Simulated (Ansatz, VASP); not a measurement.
# Ir in VASP and in Ansatz

```
Ir
1.0
     1.35787    0.78396    6.61449
    -1.35787    0.78396    6.61449
     0.00000   -1.56793    6.61449
Ir
3
Direct
  0.00000 0.00000 0.00000
  0.22285 0.22285 0.22285
  0.77715 0.77715 0.77715
```

Alike in both runs: functional PBEsol; k mesh 9 × 9 × 9; occupations gaussian, width 0.1 eV; no spin polarisation.

Ansatz relaxed the structure, and its values are those at the end. VASP's run is a single point on that final structure, the one shown.

|  | VASP | Ansatz |
| --- | --- | --- |
| version | VASP 6.6.1 | Ansatz 0.2.0 |
| potentials or method | VASP PAW PBE potentials, release 64 (Ir), cutoff 520 eV | scalar-relativistic, plane waves, PAW |
| valence electrons in the cell | 27 | 51 |

Ansatz gave:

```
gap on the k mesh at the Fermi level (eV) : none
pressure (GPa)                            : 0.0
rms of the force components (eV/Å)        : 0.002
```

Problem. Which values does VASP return?

Solution. gap on the k mesh at the Fermi level (eV): none; pressure (GPa): 0.9; rms of the force components (eV/Å): 0.003.

VASP's potentials were made for PBE, not for PBEsol. A gap of «none» marks a metal or a gap that the smearing closes. With one functional, cell and mesh, what is left measures potentials, basis and numerics. VASP's potentials hold 27 valence electrons a cell and Ansatz's 51, so a difference there can come from the potentials and not from the codes.

Neither program's run includes spin-orbit coupling.
